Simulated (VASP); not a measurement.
Si, 4 atoms in the cell. The structure is hexagonal, space group P6_3/mmc (No. 194). Conventional cell: a = 4.138 Å, b = 4.138 Å, c = 6.342 Å, α = 90.00°, β = 90.00°, γ = 120.00°. Si (site symmetry 3m) has 4 Si at 2.37 to 2.52 Å within 3.1 Å. This isn't the form of Si at room conditions, which is diamond. This cell differs from its parent crystal: strain +0.080 along x and y, +0.000 along z.

| Property | Result |
| --- | --- |
| Program | VASP 6.6.1 |
| Task | single point |
| Functional | r2SCAN |
| Potentials or basis | VASP PAW PBE potentials, release 64 (Si) |
| Cutoff | 520 eV |
| k mesh | 12 × 12 × 4 |
| Occupations | gaussian, width 0.05 eV |
| Spin | no spin polarisation |
| Dipole correction | no |
| Further INCAR settings | ALGO = Normal; EDIFF = 1e-06; NBANDS = 16 |

Potentials or basis: VASP PAW PBE potentials, release 64 (Si).

Launch:

```console
$ cat potpaw_PBE.64/Si/POTCAR > POTCAR
$ cp INCAR.step1 INCAR
$ mpirun -np 1 vasp_std > vasp.out
$ cp INCAR.step2 INCAR
$ mpirun -np 1 vasp_std > vasp.out
```

Hardware: 1 thread of Intel(R) Xeon(R) 6975P-C (Granite Rapids), with other jobs on the host.

Q: Estimate the wall time of this run.

A: Run time: 100 s on 1 thread of Intel(R) Xeon(R) 6975P-C (Granite Rapids) (shared host), peak memory 0.24 GiB. Counts: k points 57.
